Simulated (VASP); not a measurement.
Input of a VASP 6.6.1 run:

File INCAR:

```
SYSTEM = Al
PREC     = Accurate       ! precision mode
ENCUT    = 520            ! plane-wave cutoff, eV
EDIFF    = 1E-8           ! SCF threshold, eV
ISMEAR   = -1             ! smearing method
SIGMA    = 0.05           ! smearing width, eV
LREAL    = .False.        ! projectors in reciprocal space
LASPH    = .True.         ! aspherical terms in the spheres
NELM     = 60             ! most SCF steps
ALGO     = Normal         ! electronic algorithm
ISIF     = 2              ! what is computed and relaxed
LWAVE    = .False.        ! write WAVECAR
LCHARG   = .True.         ! write CHGCAR
GGA      = PS             ! functional
NBANDS   = 14             ! bands
IBRION   = 8              ! ionic algorithm
NSW      = 1              ! ionic steps
```

Contents of KPOINTS:

```
regular mesh
0
Gamma
  10 10 4
  0 0 0
```

POSCAR

```
Al
1.0
    2.8270770242      0.0000000000      0.0000000000
   -1.4135385121      2.4483205214      0.0000000000
    0.0000000000      0.0000000000      9.1859930700
Al
4
Direct
    0.6666666667      0.3333333333      0.7500000000
    0.0000000000      0.0000000000      0.5000000000
    0.3333333333      0.6666666667      0.2500000000
    0.0000000000      0.0000000000      0.0000000000
```

Potentials or basis: VASP PAW PBE potentials, release 64 (Al).

Run with:

```sh
$ cat potpaw_PBE.64/Al/POTCAR > POTCAR
$ mpirun -np 1 vasp_std > vasp.out
```

Estimate the highest phonon frequency at Γ.

359 cm⁻¹.

Phonon frequencies in cm⁻¹ (negative: imaginary):
```csv
q point,frequencies
"(0.000, 0.000, 0.000)",0 0 0 93 93 122 122 158 158 257 259 359
```

Caveat: the cell stands under pressure or tension, which shifts response properties.
